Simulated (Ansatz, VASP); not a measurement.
Ga2SnO3 in VASP and in Ansatz

The input INCAR:

```
PREC = Accurate
ENCUT = 520
EDIFF = 1E-6
ISMEAR = 0
SIGMA = 0.1
LREAL = False
LASPH = True
NELM = 60
ALGO = Normal
ISIF = 2
LWAVE = False
LCHARG = False
GGA = PE
NBANDS = 38
```

File KPOINTS:

```
Automatic mesh
0
Gamma
  6 6 6
```

POSCAR

```
Ga2SnO3
1.0
    5.7277031200      0.0000000000      0.0000000000
   -2.8638515600      4.9603364100      0.0000000000
    0.0000000000      0.0000000000      3.1760897700
Ga Sn O
2 1 3
Direct
    0.3333333300      0.6666666700      0.0000000000
    0.6666666700      0.3333333300      0.0000000000
    0.0000000000      0.0000000000      0.0000000000
    0.5000000000      0.0000000000      0.5000000000
    0.5000000000      0.5000000000      0.5000000000
    0.0000000000      0.5000000000      0.5000000000
```

Input for Ansatz:

```yaml
crystal:
  lattice:
    - [5.72770312, 0.0, 0.0]
    - [-2.86385156, 4.96033641, 0.0]
    - [0.0, 0.0, 3.17608977]
  atoms:
    - { symbol: Ga, position: [0.33333333, 0.66666667, 0.0] }
    - { symbol: Ga, position: [0.66666667, 0.33333333, 0.0] }
    - { symbol: Sn, position: [0.0, 0.0, 0.0] }
    - { symbol: O, position: [0.5, 0.0, 0.5] }
    - { symbol: O, position: [0.5, 0.5, 0.5] }
    - { symbol: O, position: [0.0, 0.5, 0.5] }
basis:
  ecutwfc: 420
kpoints:
  mp_grid: { grid: [6, 6, 6] }
hamiltonian:
  xc: pbe
scf:
  occupations: { method: gaussian, width: 0.1 }
  lower_state_search: "off"
output:
  forces: true
  stress: true
  eigenvalues: true
```

Change from the starting cell: species swapped into the LuB2Ru3 type (P6/mmm, No. 191).

Alike in both runs: task single point; functional PBE; k mesh 6 × 6 × 6; occupations gaussian, width 0.1 eV; no spin polarisation.

|  | VASP | Ansatz |
| --- | --- | --- |
| version | VASP 6.6.1 | Ansatz 0.2.0 |
| potentials or method | VASP PAW PBE potentials, release 64 (Ga_d, Sn_d, O), cutoff 520 eV | scalar-relativistic, plane waves, PAW |
| valence electrons in the cell | 58 | 58 |

```tsv
	VASP	Ansatz	Ansatz less VASP
gap on the k mesh at the Fermi level (eV)	none	none	-
pressure (GPa)	-12.7	-12.8	-0.12
traceless stress, the component that is largest in VASP (GPa)	-16.89	-17.00	-0.111
```

A gap of «none» marks a metal or a gap that the smearing closes. With one functional, cell and mesh, what is left measures potentials, basis and numerics.
